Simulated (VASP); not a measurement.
# La: relaxation of cell and atoms with PBE

Crystal: La.

```xyz
2
Lattice="2.9074 0.0000 0.0000 -1.4537 2.5179 0.0000 0.0000 0.0000 4.9006" Properties=species:S:1:pos:R:3 pbc="T T T"
La    0.0000    1.6786    1.2252
La    1.4537    0.8393    3.6755
```

| Quantity | Value |
| --- | --- |
| Program | VASP 6.6.1 |
| Task | relaxation of cell and atoms |
| Functional | PBE |
| Potentials or basis | VASP PAW PBE potentials, release 64 (La) |
| Cutoff | 600 eV |
| k mesh | 15 × 15 × 8 |
| Occupations | fermi-dirac, width 0.05 eV |
| Spin | no spin polarisation |
| Target pressure | 65 GPa |
| Dipole correction | no |
| Further INCAR settings | ALGO = Normal; EDIFF = 1e-06; IBRION = 2; EDIFFG = -0.005; NSW = 32; ISIF = 3 |

```json
{
 "Relaxed volume": "17.94 Å³/atom",
 "Relaxed cell": "a = 2.907 Å, b = 2.907 Å, c = 4.903 Å, α = 90.00°, β = 90.00°, γ = 120.00°",
 "Space group after relaxing (to 0.1 Å)": "P6_3/mmc (No. 194)",
 "Energy change on relaxing (the run minimises the enthalpy)": "-2.5 meV/atom",
 "Ionic steps": "5",
 "Pressure after relaxing": "65.0 GPa",
 "Band gap on the k mesh": "zero (bands 11 and 12 overlap by 4.00 eV)"
}
```

Step by step:
```
step  energy change (eV)  largest force (eV/Å)  pressure (GPa)  volume (Å³)
   1              0.0000                0.0000           65.11        35.88
   2             -0.0248                0.0000           64.60        35.94
   3             -0.0067                0.0000           64.96        35.89
   4             -0.0022                0.0000           65.06        35.88
   5             -0.0051                0.0000           64.99        35.89
```

Final structure:
```yaml
crystal:
  lattice:
    - [2.90728, 0.00000, 0.00000]
    - [-1.45364, 2.51778, 0.00000]
    - [0.00000, 0.00000, 4.90279]
  atoms:
    - { symbol: La, position: [0.33333, 0.66667, 0.25000] }
    - { symbol: La, position: [0.66667, 0.33333, 0.75000] }
```

Levels at points of the mesh, in eV from the Fermi level:
```csv
k point,band 9,band 10,band 11,band 12,band 13,band 14
"(0.00, 0.00, 0.00)",-2.11,0.10,0.39,1.46,1.52,1.52
"(0.00, 0.00, 0.50)",-1.01,-1.01,0.93,0.93,1.63,1.63
```

It took 6.8 min on 1 thread of Oxide Virtual Turin-like Processor (shared host), peak memory 0.21 GiB.

Caveat: the cell is relaxed towards a set pressure, so the run minimises the enthalpy, not the energy; spin-orbit coupling is left out, which moves the levels of the heavy elements.
